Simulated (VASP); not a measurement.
Na2Hg: single point with PBE

The system is Na2Hg.

```
Na Hg
1.0
     3.59362    0.00000    0.00000
    -1.79681    3.11217    0.00000
     0.00000    0.00000    8.26214
Na Hg
2 1
Cartesian
  0.0000 2.0748 5.6777
  1.7968 1.0374 2.5844
  0.0000 0.0000 0.0000
```

```yaml
Program: VASP 6.6.1
Task: single point
Functional: PBE
Potentials_or_basis: VASP PAW PBE potentials, release 64 (Na_pv, Hg)
Cutoff: 520 eV
k_mesh: 6 × 6 × 2
Occupations: gaussian, width 0.1 eV
Spin: no spin polarisation
```

```yaml
Pressure: -0.1 GPa
Largest_force: 0.019 eV/Å
Band_gap_on_the_k_mesh: zero (band 13 reaches 1.97 eV, above the bottom of band 14 at -0.85 eV)
```

Forces on the atoms (eV/Å):
```
Na   0.000  0.000 -0.019
Na   0.000  0.000  0.019
Hg   0.000  0.000  0.000
```

Stress tensor (GPa, compression positive):
```
-0.18  0.00  0.00
 0.00 -0.18  0.00
 0.00  0.00  0.14
```

Levels at points of the mesh, in eV from the Fermi level:
| k point | band 9 | band 10 | band 11 | band 12 | band 13 | band 14 | band 15 | band 16 | band 17 | band 18 |
| --- | --- | --- | --- | --- | --- | --- | --- | --- | --- | --- |
| (0.00, 0.00, 0.00) | -7.25 | -6.97 | -6.97 | -6.58 | -2.11 | -2.02 | 4.12 | 4.97 | 9.13 | 9.13 |
| (0.50, 0.00, 0.00) | -7.06 | -7.03 | -6.72 | -3.12 | -1.07 | 1.23 | 1.49 | 1.89 | 3.37 | 5.85 |
| (0.00, 0.00, 0.50) | -7.25 | -6.97 | -6.97 | -6.55 | -3.12 | 0.22 | 1.10 | 8.54 | 9.20 | 9.20 |
| (0.50, 0.00, 0.50) | -7.06 | -7.03 | -6.72 | -3.10 | -0.99 | 0.44 | 1.28 | 3.46 | 4.65 | 4.95 |

Wall time 21 s on 1 thread of Oxide Virtual Turin-like Processor, with other jobs on the host, peak memory 0.18 GiB.

Caveat: the k points lie up to 0.38 Å⁻¹ apart; spin-orbit coupling is left out, which moves the levels of the heavy elements.
